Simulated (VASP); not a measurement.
MgO (rocksalt type): single point with LDA

Crystal: MgO (rocksalt type).

```
Mg O
1.0
     0.00000    1.86393    1.86393
     1.86393    0.00000    1.86393
     1.86393    1.86393    0.00000
Mg O
1 1
Cartesian
  0.0000 0.0000 0.0000
  1.8639 1.8639 1.8639
```

```
Program                : VASP 6.6.1
Task                   : single point
Functional             : LDA
Potentials or basis    : VASP PAW LDA potentials, release 64 (Mg, O)
Cutoff                 : 600 eV
k mesh                 : 15 × 15 × 15
Occupations            : fermi-dirac, width 0.05 eV
Spin                   : no spin polarisation
Dipole correction      : no
Further INCAR settings : ALGO = Normal; EDIFF = 1e-06; NBANDS = 11
```

The pressure is 110.7 GPa. The band gap on the k mesh is 8.98 eV (least direct gap 9.15 eV).

Levels at points of the mesh, in eV from the valence-band top:
```
           k point  band 2  band 3  band 4  band 5  band 6  band 7
(0.00, 0.00, 0.00)    0.00    0.00    0.00    9.15   17.44   17.44
```

Wall time 13 s on 1 thread of Intel(R) Xeon(R) Platinum 8259CL CPU @ 2.50GHz (Skylake/Cascade Lake), on a shared host, peak memory 0.15 GiB.

Caveat: the cell stands under pressure; an odd mesh through Γ misses points on the zone boundary, where band edges can lie.
